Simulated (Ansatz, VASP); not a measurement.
## AlN: VASP beside Ansatz

The input INCAR:

```
SYSTEM = AlN
ALGO     = Normal         ! electronic algorithm
EDIFF    = 1E-6           ! SCF threshold, eV
ENCUT    = 520            ! plane-wave cutoff, eV
GGA      = PE             ! functional
ISIF     = 2              ! what is computed and relaxed
ISMEAR   = 0              ! smearing method
LASPH    = .True.         ! aspherical terms in the spheres
LCHARG   = .False.        ! write CHGCAR
LREAL    = .False.        ! projectors in reciprocal space
LWAVE    = .False.        ! write WAVECAR
NBANDS   = 26             ! bands
NELM     = 100            ! most SCF steps
PREC     = Accurate       ! precision mode
SIGMA    = 0.05           ! smearing width, eV
```

The input KPOINTS:

```
k-points
0
Gamma
  8 6 4
  0 0 0
```

File POSCAR:

```
AlN
1.0
   -3.3134793387      0.0000000000      0.0000000000
    0.0000000000      0.0000000000     -4.1875902400
    0.0000000000     -5.7391145645      0.0000000000
Al N
4 4
Direct
    0.5222123009      0.2192556071      0.1666666667
   -0.0222123009      0.2192556071      0.6666666667
    0.0222123009      0.7192556071      0.3333333333
    0.4777876991      0.7192556071      0.8333333333
    0.5214016404      0.8092226044      0.1666666667
   -0.0214016404      0.8092226044      0.6666666667
    0.0214016404      0.3092226044      0.3333333333
    0.4785983596      0.3092226044      0.8333333333
```

Input for Ansatz:

```yaml
crystal:
  lattice:
    - [-3.3134793387, 0.0, 0.0]
    - [0.0, 0.0, -4.18759024]
    - [0.0, -5.7391145645, 0.0]
  atoms:
    - { symbol: Al, position: [0.5222123009, 0.2192556071, 0.1666666667] }
    - { symbol: Al, position: [-0.0222123009, 0.2192556071, 0.6666666667] }
    - { symbol: Al, position: [0.0222123009, 0.7192556071, 0.3333333333] }
    - { symbol: Al, position: [0.4777876991, 0.7192556071, 0.8333333333] }
    - { symbol: "N", position: [0.5214016404, 0.8092226044, 0.1666666667] }
    - { symbol: "N", position: [-0.0214016404, 0.8092226044, 0.6666666667] }
    - { symbol: "N", position: [0.0214016404, 0.3092226044, 0.3333333333] }
    - { symbol: "N", position: [0.4785983596, 0.3092226044, 0.8333333333] }
basis:
  ecutwfc: 520.0
kpoints:
  mp_grid: { grid: [8, 6, 4] }
hamiltonian:
  xc: pbe
  pseudopotentials: { kind: paw, azcp: { folder: soft_1 } }
scf:
  occupations: { method: gaussian, width: 0.05 }
output:
  forces: true
  stress: true
  eigenvalues: true
```

Change from the starting cell: mode 4 frozen in at -0.074 Å and mode 5 at -0.248 Å (largest displacements).

Alike in both runs: task single point; functional PBE; k mesh 8 × 6 × 4; occupations gaussian, width 0.05 eV; no spin polarisation.

```csv
,VASP,Ansatz
version,VASP 6.6.1,Ansatz 0.2.0
potentials or method,"VASP PAW PBE potentials, release 64 (Al, N), cutoff 520 eV","scalar-relativistic, plane waves, PAW"
valence electrons in the cell,32,32
```

VASP gave:

- gap on the k mesh at the Fermi level (eV): 3.79
- least direct gap on the mesh (eV): 3.79
- pressure (GPa): 14.6
- traceless stress, the component that is largest in VASP (GPa): 44.86
- rms of the force components (eV/Å): 1.984

**Question.** Estimate Ansatz's values.

**Answer.** gap on the k mesh at the Fermi level (eV): 3.78; least direct gap on the mesh (eV): 3.78; pressure (GPa): 14.8; traceless stress, the component that is largest in VASP (GPa): 44.58; rms of the force components (eV/Å): 1.977.

Atom by atom the forces differ by 0.007 eV/Å (rms over components).
